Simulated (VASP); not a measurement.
## CdI2: electric field gradients with PBEsol

Crystal: CdI2.

```
CELL_PARAMETERS angstrom
4.21552 0.00000 0.00000
-2.10776 3.65074 0.00000
0.00000 0.00000 6.81297
ATOMIC_POSITIONS crystal
Cd 0.00000 0.00000 0.00000
I 0.33333 0.66667 0.24920
I 0.66667 0.33333 0.75080
```

```json
{"Program": "VASP 6.6.1", "Task": "electric field gradients", "Functional": "PBEsol", "Potentials or basis": "VASP PAW PBE potentials, release 64 (Cd, I)", "Cutoff": "400 eV", "k mesh": "8 × 8 × 5", "Occupations": "fermi-dirac, width 0.03 eV", "Spin": "no spin polarisation", "Dipole correction": "no", "Further INCAR settings": "ALGO = Normal; EDIFF = 1e-08; NBANDS = 20"}
```

```
Pressure                                : 0.3 GPa
Largest force                           : 0.045 eV/Å
Band gap on the k mesh                  : 2.30 eV (least direct gap 2.57 eV)
Largest electric field gradient by atom : Cd +1.8; I -56.3 V/Å²
```

Forces in eV/Å, atoms in the order of the input:
```
Cd   0.000  0.000  0.000
I    0.000  0.000  0.045
I    0.000  0.000 -0.045
```

Stress tensor (GPa, compression positive):
```
0.20 0.00 0.00
0.00 0.20 0.00
0.00 0.00 0.35
```

Levels at points of the mesh, in eV from the valence-band top:
```tsv
k point	band 9	band 10	band 11	band 12	band 13	band 14	band 15	band 16	band 17	band 18
(0.00, 0.00, 0.00)	-0.34	-0.34	-0.18	-0.18	-0.16	2.41	4.29	6.24	6.24	8.28
(0.50, 0.00, 0.00)	-2.92	-2.12	-1.63	-0.77	-0.15	2.61	4.86	5.76	6.42	7.58
```

Electric field gradients, principal values (V/Å²):
```tsv
atom	least	middle	greatest (by size)
1 Cd	-0.911	-0.915	1.826
2 I	28.147	28.147	-56.294
3 I	28.147	28.147	-56.294
```

Wall time 89 s on 1 thread of Intel Xeon 8259CL (shared host), peak memory 0.21 GiB.

Caveat: without QUAD_EFG the Cq values of the log hold for a quadrupole moment of 1 mb, not for the nuclei; the PAW data sets were made with another functional, which shifts forces and pressure a little; spin-orbit coupling is left out, which moves the levels of the heavy elements; an odd mesh through Γ misses points on the zone boundary, where band edges can lie; this functional lacks dispersion, which binds the layers, so the pressure and a relaxed spacing across them are unreliable.
